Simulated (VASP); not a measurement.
A run of VASP 6.6.1:

INCAR

```
ALGO = Normal
EDIFF = 1E-7
EDIFFG = -0.005
ENCUT = 600
GGA = PE
IBRION = 2
ISIF = 3
ISMEAR = -1
LASPH = T
LCHARG = F
LREAL = F
LWAVE = F
NELM = 60
NSW = 32
PREC = Accurate
PSTRESS = 3300.0
SIGMA = 0.1
```

KPOINTS

```
k-points
0
Gamma
  27 27 27
```

The input POSCAR:

```
B
1.0
   -0.9664153699      0.9664153699      0.9664153699
    0.9664153699     -0.9664153699      0.9664153699
    0.9664153699      0.9664153699     -0.9664153699
B
1
Direct
    0.0000000000      0.0000000000      0.0000000000
```

Potentials or basis: VASP PAW PBE potentials, release 64 (B).

Launch:

```bash
$ cat potpaw_PBE.64/B/POTCAR > POTCAR
$ mpirun -np 1 vasp_std > vasp.out
```

Hardware: 1 thread of AMD EPYC 7R13, on a shared host.

How long does it take, and how much memory?

Run time: 14 s on 1 thread of AMD EPYC 7R13, on a shared host, peak memory 0.09 GiB. Counts: scf iterations 10, k points 560, ion steps 1.
